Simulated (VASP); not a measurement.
Wanted: the native input for a VASP 6.6.1 run.

- Task: relaxation of cell and atoms
- Functional: PBEsol
- Potentials or basis: VASP PAW PBE potentials, release 64 (Au)
- Cutoff: 500 eV
- k mesh: 10 × 10 × 10
- Occupations: methfessel-paxton, width 0.05 eV
- Spin: no spin polarisation
- Dipole correction: no
- Further INCAR settings: ALGO = Normal; EDIFF = 1e-07; IBRION = 2; EDIFFG = -0.02; NSW = 80; ISIF = 3

The structure of Au lies in POSCAR:

```
Au
1.0
    0.0000000000      2.0350000000      2.0350000000
    2.0350000000      0.0000000000      2.0350000000
    2.0350000000      2.0350000000      0.0000000000
Au
1
Direct
    0.0000000000      0.0000000000      0.0000000000
```

One way to write it, as run:

INCAR

```
PREC = Accurate
ENCUT = 500
EDIFF = 1E-7
ISMEAR = 1
SIGMA = 0.05
LREAL = False
LASPH = True
NELM = 120
ALGO = Normal
ISIF = 3
LWAVE = False
LCHARG = False
GGA = PS
IBRION = 2
NSW = 80
EDIFFG = -0.02
GGA_COMPAT = False
NELMIN = 4
```

KPOINTS

```
Automatic mesh
0
Gamma
  10 10 10
```

Potentials or basis: VASP PAW PBE potentials, release 64 (Au).

Launch:

```console
$ cat potpaw_PBE.64/Au/POTCAR > POTCAR
$ mpirun -np 1 vasp_std > vasp.out
```

It gave:

* Relaxed volume: 17.02 Å³/atom
* Relaxed cell: a = 2.888 Å, b = 2.888 Å, c = 2.888 Å, α = 60.00°, β = 60.00°, γ = 60.00°
* Space group after relaxing (to 0.1 Å): Fm-3m (No. 225)
* Energy gained by relaxing: 0.9 meV/atom
* Ionic steps: 3
* Pressure after relaxing: 0.0 GPa
* Band gap on the k mesh: zero (an odd number of electrons rules out a gap without spin polarisation)

Caveat: the PAW data sets were made with another functional, which shifts forces and pressure a little; spin-orbit coupling is left out, which moves the levels of the heavy elements.

Run time: 13 s on 1 thread of AMD EPYC 7R13 Processor (Zen 3) (shared host), peak memory 0.12 GiB.
